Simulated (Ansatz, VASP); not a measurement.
Cu: VASP beside Ansatz

Contents of INCAR:

```
SYSTEM = Cu
PREC = Accurate
ENCUT = 520
EDIFF = 1E-7
ISMEAR = 0
SIGMA = 0.15
LREAL = .FALSE.
LASPH = .TRUE.
NELM = 100
ALGO = Fast
ISIF = 2
LWAVE = .FALSE.
LCHARG = .TRUE.
GGA = PS
LELF = .TRUE.
LVHAR = .TRUE.
NBANDS = 12
```

KPOINTS

```
Automatic mesh
0
G
  22 22 22
  0 0 0
```

POSCAR

```
Cu
1.0
    0.0000000000      1.8075000000      1.8075000000
    1.8075000000      0.0000000000      1.8075000000
    1.8075000000      1.8075000000      0.0000000000
Cu
1
Direct
    0.0000000000      0.0000000000      0.0000000000
```

Input for Ansatz:

```yaml
crystal:
  lattice:
    - [0.0, 1.8075, 1.8075]
    - [1.8075, 0.0, 1.8075]
    - [1.8075, 1.8075, 0.0]
  atoms:
    - { symbol: Cu, position: [0.0, 0.0, 0.0] }
basis:
  ecutwfc: 420
kpoints:
  mp_grid: { grid: [22, 22, 22] }
hamiltonian:
  xc: pbesol
scf:
  occupations: { method: gaussian, width: 0.15 }
output:
  forces: true
  stress: true
  eigenvalues: true
  write_density: true
  write_potential: true
  elf: true
  volumetric_format: npy
```

Alike in both runs: task single point; functional PBEsol; k mesh 22 × 22 × 22; occupations gaussian, width 0.15 eV; no spin polarisation.

|  | VASP | Ansatz |
| --- | --- | --- |
| version | VASP 6.6.1 | Ansatz 0.2.0 |
| potentials or method | VASP PAW PBE potentials, release 64 (Cu), cutoff 520 eV | scalar-relativistic, plane waves, PAW |
| valence electrons in the cell | 11 | 19 |

```tsv
	VASP	Ansatz	Ansatz less VASP
gap on the k mesh at the Fermi level (eV)	none	none	-
pressure (GPa)	-5.6	-6.5	-0.92
```

VASP's potentials were made for PBE, not for PBEsol. A gap of «none» marks a metal or a gap that the smearing closes. With one functional, cell and mesh, what is left measures potentials, basis and numerics. VASP's potentials hold 11 valence electrons a cell and Ansatz's 19, so a difference there can come from the potentials and not from the codes.
